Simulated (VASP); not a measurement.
# YBeCl5 (Immm) in VASP: single point with r2SCAN+rVV10

Aim: the single point of YBeCl5 with r2SCAN+rVV10.

Program: VASP 6.6.1. These are calculated values, not measurements. Logs are shortened: lines on timing, memory, paths and dates and some standing lists are left out, and cuts for length are marked.

## (1) The cell of the first run

The structure is orthorhombic, space group Immm (No. 71). The conventional cell has a = 5.176 Å, b = 8.405 Å, c = 9.195 Å, α = 90.00°, β = 90.00°, γ = 90.00°. Y (site symmetry mmm) has 6 Cl at 2.55 to 2.74 Å within 3.4 Å. Be (site symmetry mmm) has 2 Cl at 1.86 Å within 2.5 Å. Within 3.4 Å of Cl (site symmetry m2m) lie 1 Y at 2.55 Å and 2 Be at 3.07 Å and 1 Cl at 3.31 Å. Within 2.5 Å of Cl (site symmetry mm2) lie 1 Be at 1.86 Å. Cl (site symmetry mmm) has 2 Y at 2.59 Å within 3.4 Å.

## (2) Single point, r2SCAN+rVV10

POSCAR

```
YBeCl5
1.0
   -2.5881294116      4.2025836577      4.5974354678
    2.5881294116     -4.2025836577      4.5974354678
    2.5881294116      4.2025836577     -4.5974354678
Y Be Cl
1 1 5
Direct
    0.5000000000      0.5000000000      0.0000000000
    0.0000000000      0.0000000000      0.0000000000
    0.8028703317      0.5000000000      0.3028703317
    0.1971296683      0.5000000000      0.6971296683
    0.2019316750      0.2019316750      0.0000000000
    0.7980683250      0.7980683250      0.0000000000
    0.5000000000      0.0000000000      0.5000000000
```

INCAR.step1

```
ALGO = Normal
EDIFF = 1E-4
ENCUT = 520
GGA = PE
ISMEAR = -1
LASPH = T
LCHARG = F
LREAL = F
LWAVE = T
NBANDS = 33
NELM = 100
PREC = Accurate
SIGMA = 0.03
```

INCAR.step2

```
ALGO = Normal
BPARAM = 11.95
CPARAM = 0.0093
EDIFF = 1E-6
ENCUT = 520
ISIF = 2
ISMEAR = -1
ISTART = 1
IVDW_NL = 2
LASPH = T
LCHARG = T
LELF = T
LMIXTAU = T
LREAL = F
LUSE_VDW = T
LVHAR = T
LWAVE = F
METAGGA = R2SCAN
NBANDS = 33
NELM = 100
PREC = Accurate
SIGMA = 0.03
```

KPOINTS

```
k-points
0
Gamma
  6 6 6
```

Potentials or basis: VASP PAW PBE potentials, release 64 (Y_sv, Be, Cl).

On the command line:

```
> cat potpaw_PBE.64/Y_sv/POTCAR potpaw_PBE.64/Be/POTCAR potpaw_PBE.64/Cl/POTCAR > POTCAR
> cp INCAR.step1 INCAR
> mpirun -np 1 vasp_std > vasp.out
> cp INCAR.step2 INCAR
> mpirun -np 1 vasp_std > vasp.out
```

OUTCAR:

```text
BPARAM = 11.95
   EDIFF = 1E-6
   ENCUT = 520
   ISIF = 2
   ISMEAR = -1
   ISTART = 1
   IVDW_NL = 2
   LASPH = T
   LREAL = F
   METAGGA = R2SCAN
   NELM = 100
   PREC = Accurate

 ion  position               nearest neighbor table
   1  0.500  0.500  0.000-   3 2.55   4 2.55   7 2.59   7 2.59   5 2.74   6 2.74
   2  0.000  0.000  0.000-   5 1.86   6 1.86
   3  0.803  0.500  0.303-   1 2.55
   4  0.197  0.500  0.697-   1 2.55
   5  0.202  0.202  0.000-   2 1.86   1 2.74
   6  0.798  0.798  0.000-   2 1.86   1 2.74
   7  0.500  0.000  0.500-   1 2.59   1 2.59

  LATTYP: Found a body centered orthorhombic cell.
 ALAT       =     5.1762588232
 B/A-ratio  =     1.6237919321
 C/A-ratio  =     1.7763545544

  Lattice vectors:

 A1 = (  -2.5881294116,   4.2025836577,   4.5974354678)
 A2 = (   2.5881294116,  -4.2025836577,   4.5974354678)
 A3 = (   2.5881294116,   4.2025836577,  -4.5974354678)

Analysis of symmetry for initial positions (statically):
=====================================================================
 Subroutine PRICEL returns:
 Original cell was already a primitive cell.

 Routine SETGRP: Setting up the symmetry group for a
 body centered orthorhombic supercell.

 Subroutine GETGRP returns: Found  8 space group operations
 (whereof  8 operations were pure point group operations)
 out of a pool of  8 trial point group operations.

The static configuration has the point symmetry D_2h.

Analysis of symmetry for dynamics (positions and initial velocities):
=====================================================================
 Subroutine PRICEL returns:
 Original cell was already a primitive cell.

 Routine SETGRP: Setting up the symmetry group for a
 body centered orthorhombic supercell.

 Subroutine GETGRP returns: Found  8 space group operations
 (whereof  8 operations were pure point group operations)
 out of a pool of  8 trial point group operations.

The dynamic configuration has the point symmetry D_2h.

 Subroutine INISYM returns: Found  8 space group operations
 (whereof  8 operations are pure point group operations),
 and found     1 'primitive' translations

----------------------------------------------------------------------------------------

                                     Primitive cell
[... 96 lines left out ...]
   LNONCOLLINEAR =      F non collinear calculations
   LSORBIT =      F    spin-orbit coupling
   LASPH  =      T    aspherical Exc in radial PAW
   ENCUT  =  520.0 eV  38.22 Ry    6.18 a.u.  12.54 12.54 12.54*2*pi/ulx,y,z
   NELM   =    100;   NELMIN=  2; NELMDL=  0     # of ELM steps
   EDIFF  = 0.1E-05   stopping-criterion for ELM
   LREAL  =      F    real-space projection
   EDIFFG = 0.1E-04   stopping-criterion for IOM
   NSW    =      0    number of steps for IOM
   IBRION =     -1    ionic relax: 0-MD 1-quasi-New 2-CG
   NFREE  =      0    steps in history (QN), initial steepest desc. (CG)
   ISIF   =      2    stress and relaxation
   ISYM   =      2    0-nonsym 1-usesym 2-fastsym
   POTIM  = 0.5000    time-step for ionic-motion
   TEBEG  =    0.0;   TEEND  =   0.0 temperature during run
   PSTRESS=    0.0 pullay stress
   NELECT =      48.0000    total number of electrons
   NUPDOWN=      -1.0000    fix difference up-down
   EMIN   =  10.00;   EMAX   =-10.00  energy-range for DOS
   EFERMI =   0.00;   METHOD = LEGACY
   ISMEAR =    -1;   SIGMA  =   0.03  broadening in eV -4-tet -1-fermi 0-gaus
   EFERMI_NEDOS =   21; number of points for ismear=-14 and -15
   IALGO  =     38    algorithm
   IMIX   =      4    mixing-type and parameters
     AMIX     =   0.40;   BMIX     =  1.00
     AMIX_MAG =   1.60;   BMIX_MAG =  1.00
  volume/ion in A,a.u.               =      28.57       192.83
  Fermi-wavevector in a.u.,A,eV,Ry     =   1.017332  1.922478 14.081537  1.034964
  Thomas-Fermi vector in A             =   2.150726
   LORBIT       =      0    0 simple, 1 ext, 2 COOP (PROOUT), +10 PAW based schemes
   METAGGA = R2SCAN    functional components
   LHFCALC =     F    Hartree Fock is set to
   AEXX    =    0.0000 exact exchange contribution
   IVDW_NL    =     2    kernel type
   BPARAM     =11.9500
   IVDW    =     0    specifies the selected vdW correction
   LEPSILON=     F    determine dielectric tensor
   LRPA    =     F    only Hartree local field effects (RPA)
 non-spin polarized calculation
  energy-cutoff  :      520.00
  volume of cell :      200.02
 maximum number of plane-waves:      5431
   NGX = 25   NGY = 25   NGZ = 25

 number of electron      47.9999997 magnetization

 Free energy of the ion-electron system (eV)
  ---------------------------------------------------
  ext. energy  EPLUGINS =         0.00000000
  ---------------------------------------------------
  free energy    TOTEN  =       -66.76974773 eV

  energy without entropy =      -66.76974773  energy(sigma->0) =      -66.76974773

 E-fermi :  -0.5197     XC(G=0):  -8.1320

 val. band max:       -1.1459044562   @ k =   0.0000   0.0000   0.0000
 cond. band min:       3.0540571787   @ k =   0.5000  -0.0000   0.0000
 fundamental gap:      4.1999616349
 Fermi energy:        -0.5196707323

 k-point     1 :       0.0000    0.0000    0.0000
  band No.  band energies     occupation
      1     -43.6764      2.00000
      2     -23.1486      2.00000
      3     -23.0695      2.00000
      4     -22.9601      2.00000
      5     -16.1902      2.00000
      6     -16.0414      2.00000
[... 853 lines left out ...]
     32       7.1508      0.00000
     33       7.5894      0.00000

 [... further k-points ...]
[... 5 lines left out ...]
  --------------------------------------------------------------------------------------
  -------------------------------------------------------------------------------------
  Total       -0.0674420     -0.1320700     -0.4112890     -0.0000000      0.0000000      0.0000000
  in kB       -0.5402105     -1.0578812     -3.2944257     -0.0000000      0.0000000      0.0000000
  external PRESSURE =      -1.6308391 kB  Pullay stress =       0.0000000 kB

 VOLUME and BASIS-vectors are now :
 -----------------------------------------------------------------------------
  energy-cutoff  :      520.00
  volume of cell :      200.02
      direct lattice vectors                 reciprocal lattice vectors
    -2.588129412  4.202583658  4.597435468     0.000000000  0.118974431  0.108756285
     2.588129412 -4.202583658  4.597435468     0.193189721  0.000000000  0.108756285
     2.588129412  4.202583658 -4.597435468     0.193189721  0.118974431  0.000000000

 POSITION                                       TOTAL-FORCE (eV/Angst)
 -----------------------------------------------------------------------------------
      0.00000      0.00000      4.59744        -0.000000     -0.000000      0.000000
      0.00000      0.00000      0.00000        -0.000000     -0.000000      0.000000
      0.00000      2.54568      4.59744        -0.000000     -0.009514      0.000000
      2.58813      1.65691      0.00000        -0.000000      0.009514      0.000000
      0.00000      0.00000      1.85674        -0.000000      0.000000     -0.094312
      0.00000      0.00000      7.33814         0.000000     -0.000000      0.094312
      0.00000      4.20258      0.00000        -0.000000     -0.000000      0.000000
 -----------------------------------------------------------------------------------
    total drift:                                0.000000      0.000000     -0.000000

  FREE ENERGIE OF THE ION-ELECTRON SYSTEM (eV)
  ---------------------------------------------------
  free  energy   TOTEN  =       -66.7697477293 eV

  energy  without entropy=      -66.7697477293  energy(sigma->0) =      -66.76974773
```

Wall time 21 min (1 thread of Intel Xeon Platinum 8488C (Sapphire Rapids), shared host); peak memory 1 GiB.

Results:

```yaml
Free_energy: -66.7697 eV
Pressure: -0.2 GPa
Largest_force: 0.094 eV/Å
Band_gap_on_the_k_mesh: 4.20 eV (least direct gap 4.42 eV)
```

Forces in eV/Å, atoms in the order of the input:
```
Y    0.000  0.000  0.000
Be   0.000  0.000  0.000
Cl   0.000 -0.010  0.000
Cl   0.000  0.010  0.000
Cl   0.000  0.000 -0.094
Cl   0.000  0.000  0.094
Cl   0.000  0.000  0.000
```

Stress tensor (GPa, compression positive):
```
-0.05  0.00  0.00
 0.00 -0.11  0.00
 0.00  0.00 -0.33
```

Levels at points of the mesh, in eV from the valence-band top:
```
           k point  band 20  band 21  band 22  band 23  band 24  band 25  band 26  band 27  band 28  band 29
(0.00, 0.00, 0.00)    -0.89    -0.49    -0.36    -0.11     0.00     4.54     5.08     5.09     5.43     6.13
(0.50, 0.00, 0.00)    -1.00    -0.67    -0.65    -0.52    -0.23     4.20     4.88     4.98     5.90     6.64
(0.00, 0.50, 0.00)    -0.80    -0.58    -0.27    -0.20    -0.06     5.20     5.52     6.19     6.34     7.25
(0.50, 0.50, 0.00)    -0.98    -0.42    -0.40    -0.37    -0.31     5.36     5.40     5.89     6.36     6.66
(0.50, 0.50, 0.50)    -0.84    -0.58    -0.58    -0.34    -0.13     4.49     5.06     5.18     5.50     6.23
```

Caveat: the PAW data sets were made with another functional, which shifts forces and pressure a little. A k mesh can miss the band edges.
